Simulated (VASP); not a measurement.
Runs of VASP 6.6.1 on Si. The structure is that of space group I4_1/amd (No. 141), or close to it. The cells are those of the table. 

```csv
cell,gap on the mesh (eV),pressure (GPa)
"a = 3.457 Å, angles 102.1, 102.1, 125.5°, 2 atoms",none,(a)
"a = 3.495 Å, angles 100.6, 100.6, 129.1°, 2 atoms",none,6.4
"a = 3.544 Å, angles 99.2, 99.2, 132.9°, 2 atoms",none,1.9
"a = 3.574 Å, angles 98.5, 98.5, 134.8°, 2 atoms",none,0.3
"a = 3.790 Å, angles 95.2, 95.2, 144.8°, 2 atoms",none,(b)
```

Alike in all rows: task single point; level LDA; potentials or basis VASP PAW LDA potentials, release 64 (Si); no spin polarisation; k mesh 22 × 22 × 22; cutoff (eV) 520; smearing gaussian 0.15 eV.

Problem. Fill in the values left out.

Solution. (a) 11.6; (b) 4.7.

A gap of «none» marks levels without a gap at the run's occupations.
